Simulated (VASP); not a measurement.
**Ag: single point with PBEsol**

Crystal: Ag.

```xyz
2
Lattice="2.8548 0.0000 0.0000 -1.4274 2.4724 0.0000 0.0000 0.0000 4.6671" Properties=species:S:1:pos:R:3 pbc="T T T"
Ag    0.0000    1.6482    1.1668
Ag    1.4274    0.8241    3.5003
```

```json
{
  "Program": "VASP 6.6.1",
  "Task": "single point",
  "Functional": "PBEsol",
  "Potentials or basis": "VASP PAW PBE potentials, release 64 (Ag)",
  "Cutoff": "520 eV",
  "k mesh": "9 × 9 × 5",
  "Occupations": "gaussian, width 0.15 eV",
  "Spin": "no spin polarisation"
}
```

```yaml
Pressure: 1.0 GPa
Band_gap_on_the_k_mesh: zero (band 11 reaches 12.71 eV, above the bottom of band 12 at 5.44 eV)
```

Stress tensor (GPa, compression positive):
```
0.38 0.00 0.00
0.00 0.38 0.00
0.00 0.00 2.29
```

Levels at points of the mesh, in eV from the Fermi level:
| k point | band 8 | band 9 | band 10 | band 11 | band 12 | band 13 | band 14 | band 15 |
| --- | --- | --- | --- | --- | --- | --- | --- | --- |
| (0.00, 0.00, 0.00) | -4.26 | -4.26 | -3.18 | -3.18 | -0.65 | 3.66 | 15.62 | 17.57 |

It took 16 s on 1 thread of AMD EPYC 7R13 Processor (Zen 3), on a shared host, peak memory 0.13 GiB.

Caveat: the PAW data sets were made with another functional, which shifts forces and pressure a little.
